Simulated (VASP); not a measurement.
Crystal: HgTe.

```xyz
2
Lattice="-3.0456 3.0456 1.5594 3.0456 -3.0456 1.5594 3.0456 3.0456 -1.5594" Properties=species:S:1:pos:R:3 pbc="T T T"
Hg    0.0000    3.0456    0.7797
Te    0.0000    0.0000    0.0000
```

Base run:

```yaml
Program: VASP 6.6.1
Functional: r2SCAN
Potentials_or_basis: VASP PAW PBE potentials, release 64 (Hg, Te)
Cutoff: 520 eV
k_mesh: 10 × 10 × 10
Occupations: fermi-dirac, width 0.05 eV
Spin: no spin polarisation
```

Its results: band gap on the k mesh zero (band 9 reaches 5.86 eV, above the bottom of band 10 at 2.36 eV); pressure -1.0 GPa.

**Question.** The run is repeated on the same cell with these changes: functional from r2SCAN to PBE; occupations from fermi-dirac, width 0.05 eV to gaussian, width 0.02 eV. What comes out?

**Answer.** Band gap on the k mesh zero (band 9 reaches 5.91 eV, above the bottom of band 10 at 2.54 eV); pressure 0.1 GPa.

Caveats: spin-orbit coupling is left out, which moves the levels of the heavy elements; the PAW data sets were made with another functional, which shifts forces and pressure a little (some runs).
